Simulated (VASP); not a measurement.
# CuMo (Fm-3m) in VASP: further runs, part 2 of 2

VASP 6.6.1.

### Step 4. Single point, PBE

This run uses another cell than the first one, of 15.44 Å³/atom.

INCAR reads:

```
SYSTEM = CuMo
PREC = Accurate ; ENCUT = 520
EDIFF = 1E-6 ; ISMEAR = 0
SIGMA = 0.1 ; LREAL = .FALSE.
LASPH = .TRUE. ; NELM = 100
ALGO = Fast ; ISIF = 2
LWAVE = .FALSE. ; LCHARG = .FALSE.
GGA = PE ; NBANDS = 20
```

KPOINTS reads:

```
regular mesh
0
G
  20 20 20
  0 0 0
```

POSCAR reads:

```
CuMo
1.0
    0.0000000000      2.4902842803      2.4902842803
    2.4902842803      0.0000000000      2.4902842803
    2.4902842803      2.4902842803      0.0000000000
Cu Mo
1 1
Direct
    0.0000000000      0.0000000000      0.0000000000
    0.5000000000      0.5000000000      0.5000000000
```

Potentials or basis: VASP PAW PBE potentials, release 64 (Cu, Mo_sv).

Started as:

```bash
cat potpaw_PBE.64/Cu/POTCAR potpaw_PBE.64/Mo_sv/POTCAR > POTCAR
mpirun -np 1 vasp_std > vasp.out
```

OUTCAR:

```text
SYSTEM = CuMo
   PREC = Accurate
   ENCUT = 520
   EDIFF = 1E-6
   ISMEAR = 0
   LREAL = .FALSE.
   LASPH = .TRUE.
   NELM = 100
   ISIF = 2
   GGA = PE

 ion  position               nearest neighbor table
   1  0.000  0.000  0.000-   2 2.49   2 2.49   2 2.49   2 2.49   2 2.49   2 2.49
   2  0.500  0.500  0.500-   1 2.49   1 2.49   1 2.49   1 2.49   1 2.49   1 2.49

  LATTYP: Found a face centered cubic cell.
 ALAT       =     4.9805685606

  Lattice vectors:

 A1 = (   0.0000000000,   2.4902842803,   2.4902842803)
 A2 = (   2.4902842803,   0.0000000000,   2.4902842803)
 A3 = (   2.4902842803,   2.4902842803,   0.0000000000)

Analysis of symmetry for initial positions (statically):
=====================================================================
 Subroutine PRICEL returns:
 Original cell was already a primitive cell.

 Routine SETGRP: Setting up the symmetry group for a
 face centered cubic supercell.

 Subroutine GETGRP returns: Found 48 space group operations
 (whereof 48 operations were pure point group operations)
 out of a pool of 48 trial point group operations.

The static configuration has the point symmetry O_h .

Analysis of symmetry for dynamics (positions and initial velocities):
=====================================================================
 Subroutine PRICEL returns:
 Original cell was already a primitive cell.

 Routine SETGRP: Setting up the symmetry group for a
 face centered cubic supercell.

 Subroutine GETGRP returns: Found 48 space group operations
 (whereof 48 operations were pure point group operations)
 out of a pool of 48 trial point group operations.

The dynamic configuration has the point symmetry O_h .

 Subroutine INISYM returns: Found 48 space group operations
 (whereof 48 operations are pure point group operations),
 and found     1 'primitive' translations

----------------------------------------------------------------------------------------

                                     Primitive cell

  volume of cell :      30.8871
[... 108 lines left out ...]
     AMIX     =   0.40;   BMIX     =  1.00
     AMIX_MAG =   1.60;   BMIX_MAG =  1.00
  volume/ion in A,a.u.               =      15.44       104.22
  Fermi-wavevector in a.u.,A,eV,Ry     =   1.525677  2.883111 31.670146  2.327690
  Thomas-Fermi vector in A             =   2.633814
   LORBIT       =      0    0 simple, 1 ext, 2 COOP (PROOUT), +10 PAW based schemes
   GGA     = PE    functional components
   LHFCALC =     F    Hartree Fock is set to
   AEXX    =    0.0000 exact exchange contribution
   IVDW    =     0    specifies the selected vdW correction
   LEPSILON=     F    determine dielectric tensor
   LRPA    =     F    only Hartree local field effects (RPA)
 non-spin polarized calculation
 RMM-DIIS sequential band-by-band and
 Gauss-broadening in eV      SIGMA  =   0.10
  energy-cutoff  :      520.00
  volume of cell :       30.89
 maximum number of plane-waves:       869
 NGX is ok and might be reduce to    28
   NGX = 13   NGY = 13   NGZ = 13

 number of electron      25.0000015 magnetization

 Free energy of the ion-electron system (eV)
  ---------------------------------------------------
  ext. energy  EPLUGINS =         0.00000000
  ---------------------------------------------------
  free energy    TOTEN  =       -12.41028464 eV

  energy without entropy =      -12.40023681  energy(sigma->0) =      -12.40526072

 E-fermi :   8.6032     XC(G=0): -12.3966

 val. band max:        8.6017300490   @ k =  -0.2000   0.1000   0.0000
 cond. band min:       8.6115479412   @ k =  -0.4000   0.4000   0.1500
 fundamental gap:      0.0098178922
 Fermi energy:         8.6031948504

 k-point     1 :       0.0000    0.0000    0.0000
  band No.  band energies     occupation
      1     -52.4578      2.00000
      2     -26.4445      2.00000
      3     -26.4445      2.00000
      4     -26.4445      2.00000
      5       1.2423      2.00000
      6       4.1677      2.00000
[... 541 lines left out ...]
     19      21.7430      0.00000
     20      22.5381      0.00000

 [... further k-points ...]

------------------------ aborting loop because EDIFF is reached ----------------------------------------

  FORCE on cell =-STRESS in cart. coord.  units (eV):
  Direction    XX          YY          ZZ          XY          YZ          ZX
  --------------------------------------------------------------------------------------
  -------------------------------------------------------------------------------------
  Total        0.0374731      0.0374731      0.0374731      0.0000000      0.0000000      0.0000000
  in kB        1.9438077      1.9438077      1.9438077      0.0000000      0.0000000      0.0000000
  external PRESSURE =       1.9438077 kB  Pullay stress =       0.0000000 kB

 VOLUME and BASIS-vectors are now :
 -----------------------------------------------------------------------------
  energy-cutoff  :      520.00
  volume of cell :       30.89
      direct lattice vectors                 reciprocal lattice vectors
     0.000000000  2.490284280  2.490284280    -0.200780290  0.200780290  0.200780290
     2.490284280  0.000000000  2.490284280     0.200780290 -0.200780290  0.200780290
     2.490284280  2.490284280  0.000000000     0.200780290  0.200780290 -0.200780290

 POSITION                                       TOTAL-FORCE (eV/Angst)
 -----------------------------------------------------------------------------------
      0.00000      0.00000      0.00000         0.000000     -0.000000     -0.000000
      2.49028      2.49028      2.49028        -0.000000      0.000000      0.000000
 -----------------------------------------------------------------------------------
    total drift:                                0.000000      0.000000      0.000000

  FREE ENERGIE OF THE ION-ELECTRON SYSTEM (eV)
  ---------------------------------------------------
  free  energy   TOTEN  =       -12.4102846371 eV

  energy  without entropy=      -12.4002368102  energy(sigma->0) =      -12.40526072
```

Wall time 3.5 min (1 thread of AMD EPYC 7R13 (Zen 3), shared host); peak memory 0.25 GiB.

Results:

| Item | Value |
| --- | --- |
| Free energy | -12.4103 eV |
| Pressure | 0.2 GPa |
| Band gap on the k mesh | zero (an odd number of electrons rules out a gap without spin polarisation) |

Levels at points of the mesh, in eV from the Fermi level:
```
           k point  band 9  band 10  band 11  band 12  band 13  band 14  band 15  band 16  band 17  band 18
(0.00, 0.00, 0.00)   -4.06    -4.06     0.53     0.53     0.53     1.89     1.89     9.68     9.68     9.68
(0.50, 0.00, 0.00)   -2.99    -2.99    -1.54    -1.54    -1.42     1.00     1.00     3.23    10.31    12.28
(0.50, 0.50, 0.00)   -2.87    -2.87    -0.48    -0.05     1.47     1.47     2.26     4.87     4.87     6.08
```

### Step 5. Relaxation of cell and atoms, PBE

INCAR reads:

```
SYSTEM = CuMo
ALGO = Fast
EDIFF = 1E-6
EDIFFG = -0.01
ENCUT = 600
GGA = PE
IBRION = 2
ISIF = 3
ISMEAR = 0
LASPH = .True.
LCHARG = .False.
LREAL = .False.
LWAVE = .False.
NELM = 100
NSW = 100
PREC = Accurate
SIGMA = 0.1
```

KPOINTS reads:

```
k-points
0
Gamma
  20 20 20
  0 0 0
```

POSCAR reads:

```
CuMo
1.0
    0.0000000000      2.5040919400      2.5040919400
    2.5040919400      0.0000000000      2.5040919400
    2.5040919400      2.5040919400      0.0000000000
Cu Mo
1 1
Direct
    0.0000000000      0.0000000000      0.0000000000
    0.5000000000      0.5000000000      0.5000000000
```

Started as:

```bash
cat potpaw_PBE.64/Cu/POTCAR potpaw_PBE.64/Mo_sv/POTCAR > POTCAR
mpirun -np 1 vasp_std > vasp.out
```

It took 15 min on 1 thread of AMD EPYC 7R13 (Zen 3), shared host; peak memory 0.29 GiB.

The run converged. Its results:

```yaml
Free_energy: -12.4107 eV
Relaxed_volume: 15.45 Å³/atom
Relaxed_cell: a = 3.523 Å, b = 3.523 Å, c = 3.523 Å, α = 60.00°, β = 60.00°, γ = 60.00°
Space_group_after_relaxing_to_0.1_Å: Fm-3m (No. 225)
Energy_gained_by_relaxing: 1.8 meV/atom
Ionic_steps: 11
Pressure_after_relaxing: -0.1 GPa
Band_gap_on_the_k_mesh: zero (an odd number of electrons rules out a gap without spin polarisation)
```

Step by step:
```
step  energy change (eV)  largest force (eV/Å)  pressure (GPa)  volume (Å³)
   1              0.0000                0.0000           -2.34        31.40
   2              0.0017                0.0000            3.30        30.37
   3             -0.0037                0.0000            0.85        30.92
   4             -0.0035                0.0000           -0.55        31.05
   5             -0.0036                0.0000           -0.40        31.00
   6             -0.0037                0.0000           -0.16        30.96
   7             -0.0037                0.0000           -0.12        30.94
   8             -0.0037                0.0000           -0.18        30.93
   9             -0.0037                0.0000           -0.13        30.92
  10             -0.0037                0.0000           -0.11        30.91
  11             -0.0037                0.0000           -0.05        30.91
```

Final structure:
```
CELL_PARAMETERS angstrom
0.00000 2.49087 2.49087
2.49087 0.00000 2.49087
2.49087 2.49087 0.00000
ATOMIC_POSITIONS crystal
Cu 0.00000 0.00000 0.00000
Mo 0.50000 0.50000 0.50000
```

Levels at points of the mesh, in eV from the Fermi level:
```tsv
k point	band 9	band 10	band 11	band 12	band 13	band 14	band 15	band 16
(0.00, 0.00, 0.00)	-4.05	-4.05	0.53	0.53	0.53	1.89	1.89	9.67
(0.50, 0.00, 0.00)	-2.99	-2.99	-1.54	-1.54	-1.42	1.00	1.00	3.23
(0.50, 0.50, 0.00)	-2.87	-2.87	-0.48	-0.05	1.47	1.47	2.25	4.87
```

### Step 6. Overview

| task | spin | cell | k mesh | cutoff (eV) | gap on the mesh (eV) | pressure (GPa) |
| --- | --- | --- | --- | --- | --- | --- |
| single point | off | a = 3.541 Å, angles 60.0°, 2 atoms | 6 × 6 × 6 | 520 | none | -2.3 |
| single point | collinear | a = 3.541 Å, angles 60.0°, 2 atoms | 6 × 6 × 6 | 520 | none | -2.3 |
| single point | off | a = 3.522 Å, angles 60.0°, 2 atoms | 20 × 20 × 20 | 520 | none | 0.2 |
| relaxation of cell and atoms | off | relaxed from a = 3.541 Å, angles 60.0°, 2 atoms | 20 × 20 × 20 | 600 | none | -0.1 |

Alike in all rows: level PBE; potentials or basis VASP PAW PBE potentials, release 64 (Cu, Mo_sv); smearing gaussian 0.1 eV.

Caveats: some runs use coarse meshes.

Absolute energies hang on the potentials; compare differences alone.
